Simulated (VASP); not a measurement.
Input of a VASP 6.6.1 run:

Contents of INCAR:

```
PREC = Accurate
ENCUT = 520
EDIFF = 1E-7
ISMEAR = 0
SIGMA = 0.15
LREAL = False
LASPH = True
NELM = 150
ALGO = Normal
ISIF = 2
LWAVE = False
LCHARG = False
ISPIN = 2
MAGMOM = 1.86 1.86
LORBIT = 11
LMAXMIX = 4
GGA = PE
NBANDS = 20
```

Contents of KPOINTS:

```
regular mesh
0
Gamma
  21 21 12
```

Contents of POSCAR:

```
Co
1.0
    2.4435000000      0.0000000000      0.0000000000
   -1.2217500000      2.1161330741      0.0000000000
    0.0000000000      0.0000000000      4.1936000000
Co
2
Direct
    0.3333333333      0.6666666667      0.2500000000
    0.6666666667      0.3333333333      0.7500000000
```

Potentials or basis: VASP PAW PBE potentials, release 64 (Co).

Command:

```sh
$ cat potpaw_PBE.64/Co/POTCAR > POTCAR
$ mpirun -np 1 vasp_std > vasp.out
```

(1) Estimate the pressure.

(2) Estimate the site moments.

(3) Predict the net moment.

Results:

(1) 0.5 GPa.

(2) Co +1.63 μB.

(3) 3.22 μB per cell.
